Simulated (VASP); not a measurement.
The system is InAu.

```
In Au
1.0
     4.20682    0.00000    0.00000
     0.00000    4.20682    0.00000
     0.00000    0.00000    5.64814
In Au
2 2
Direct
  0.00000 0.00000 0.29361
  0.00000 0.00000 0.70639
  0.00000 0.50000 0.00000
  0.50000 0.00000 0.00000
```

The cell was built from a structure type or drawn by symmetry, and may not be a known phase.

- Program: VASP 6.6.1
- Task: relaxation of cell and atoms
- Functional: PBE
- Potentials or basis: VASP PAW PBE potentials, release 64 (In_d, Au)
- Cutoff: 600 eV
- k mesh: 4 × 4 × 4
- Occupations: gaussian, width 0.1 eV
- Spin: no spin polarisation

At the start: pressure 16.4 GPa; volume 24.99 Å³/atom.

Question: Where does the relaxation end?

Answer: Over 24 steps the energy falls by 409.5 meV/atom and the volume is 27.74 Å³/atom (+11.0 %); space group P4/mmm (No. 123, to 0.1 Å) before and after.

Step by step:
| step | energy change (eV) | largest force (eV/Å) | pressure (GPa) | volume (Å³) |
| --- | --- | --- | --- | --- |
| 1 | 0.0000 | 3.3600 | 16.37 | 99.96 |
| 2 | -1.2825 | 0.0193 | -2.52 | 140.72 |
| 3 | -1.4817 | 0.2897 | 0.40 | 123.12 |
| 4 | -1.4813 | 0.2933 | -0.25 | 125.22 |
| 5 | -1.4828 | 0.2934 | 0.04 | 124.26 |
| 6 | -1.4827 | 0.2926 | 0.20 | 123.75 |
| 7 | -1.4930 | 0.1183 | -0.27 | 124.11 |
| 8 | -1.4965 | 0.0598 | -0.76 | 124.48 |
| 9 | -1.5039 | 0.0458 | -0.65 | 123.33 |
| 10 | -1.5216 | 0.0284 | -0.27 | 119.88 |
| 11 | -1.5229 | 0.2319 | 1.60 | 113.01 |
| 12 | -1.5258 | 0.2327 | 1.65 | 112.70 |
| 13 | -1.5368 | 0.2134 | 1.73 | 111.78 |
| 14 | -1.5689 | 0.1863 | 1.43 | 109.91 |
| 15 | -1.5963 | 0.1664 | 2.55 | 106.03 |
| 16 | -1.6052 | 0.0056 | 1.83 | 107.62 |
| 17 | -1.6060 | 0.0436 | 2.01 | 107.16 |
| 18 | -1.6202 | 0.1121 | 1.41 | 108.04 |
| 19 | -1.6317 | 0.2336 | 0.36 | 109.77 |
| 20 | -1.6318 | 0.2447 | 0.27 | 109.94 |
| 21 | -1.6338 | 0.1987 | 0.23 | 110.12 |
| 22 | -1.6375 | 0.0650 | 0.11 | 110.65 |
| 23 | -1.6346 | 0.1829 | -0.07 | 111.73 |
| 24 | -1.6380 | 0.0100 | 0.04 | 110.96 |

Final structure:
```xyz
4
Lattice="3.9256 0.0000 0.0000 0.0000 3.9256 0.0000 0.0000 0.0000 7.2002" Properties=species:S:1:pos:R:3 pbc="T T T"
In    0.0000    0.0000    2.1494
In    3.9256    0.0000    5.0508
Au    0.0000    1.9628    0.0000
Au    1.9628    0.0000    0.0000
```

Caveat: the k points lie up to 0.40 Å⁻¹ apart in the final cell, too coarse for converged energies and pressures of a metal; a cell axis changed by over 15 % at a fixed basis, so the end point is rough.
